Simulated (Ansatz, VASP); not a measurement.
# Two plane-wave programs on ScGa3N2

The input INCAR:

```
PREC     = Accurate       # precision mode
ENCUT    = 600            # plane-wave cutoff, eV
EDIFF    = 1E-6           # SCF threshold, eV
ISMEAR   = 0              # smearing method
SIGMA    = 0.1            # smearing width, eV
LREAL    = False          # projectors in reciprocal space
LASPH    = True           # aspherical terms in the spheres
NELM     = 80             # most SCF steps
ALGO     = Normal         # electronic algorithm
ISIF     = 3              # what is computed and relaxed
LWAVE    = False          # write WAVECAR
LCHARG   = False          # write CHGCAR
GGA      = PE             # functional
IBRION   = 2              # ionic algorithm
NSW      = 90             # ionic steps
EDIFFG   = -0.04          # ionic threshold
```

The input KPOINTS:

```
regular mesh
0
Gamma
  6 6 6
```

Contents of POSCAR:

```
ScGa3N2
1.0
    5.3111668737      0.0000000000      0.0000000000
   -2.6555834369      4.5996054364      0.0000000000
    0.0000000000      0.0000000000      3.2957821830
Sc Ga N
1 3 2
Direct
    0.0000000000      0.0000000000      0.0000000000
    0.5000000000      0.0000000000      0.5000000000
    0.0000000000      0.5000000000      0.5000000000
    0.5000000000      0.5000000000      0.5000000000
    0.3333333333      0.6666666667      0.0000000000
    0.6666666667      0.3333333333      0.0000000000
```

Input for Ansatz:

```yaml
crystal:
  lattice:
    - [5.3111668737, 0.0, 0.0]
    - [-2.6555834369, 4.5996054364, 0.0]
    - [0.0, 0.0, 3.295782183]
  atoms:
    - { symbol: Sc, position: [0.0, 0.0, 0.0] }
    - { symbol: Ga, position: [0.5, 0.0, 0.5] }
    - { symbol: Ga, position: [0.0, 0.5, 0.5] }
    - { symbol: Ga, position: [0.5, 0.5, 0.5] }
    - { symbol: "N", position: [0.3333333333, 0.6666666667, 0.0] }
    - { symbol: "N", position: [0.6666666667, 0.3333333333, 0.0] }
basis:
  ecutwfc: 420
kpoints:
  mp_grid: { grid: [6, 6, 6] }
hamiltonian:
  xc: pbe
scf:
  occupations: { method: gaussian, width: 0.1 }
  lower_state_search: "off"
output:
  forces: true
  stress: true
  eigenvalues: true
relax:
  adjacent_minimum: "off"
  f_tol: 0.04
  max_steps: 70
  cell: { stress_tol: 0.4 }
```

Change from the starting cell: species swapped into the LaCu2Ni3 type (P6/mmm, No. 191).

Alike in both runs: task relaxation of cell and atoms; functional PBE; k mesh 6 × 6 × 6; occupations gaussian, width 0.1 eV; no spin polarisation.

|  | VASP | Ansatz |
| --- | --- | --- |
| version | VASP 6.6.1 | Ansatz 0.2.0 |
| potentials or method | VASP PAW PBE potentials, release 64 (Sc_sv, Ga_d, N), cutoff 600 eV | scalar-relativistic, plane waves, PAW |
| valence electrons in the cell | 60 | 60 |

|  | VASP | Ansatz | Ansatz less VASP |
| --- | --- | --- | --- |
| gap on the k mesh at the Fermi level, each at its own relaxed structure (eV) | none | none | - |
| relaxed volume (Å³/atom) | 13.59 | 13.53 | -0.056 |
| relaxed cell length with the largest relative difference (Å) | 5.430 | 5.421 | -0.0088 |

A gap of «none» marks a metal or a gap that the smearing closes.
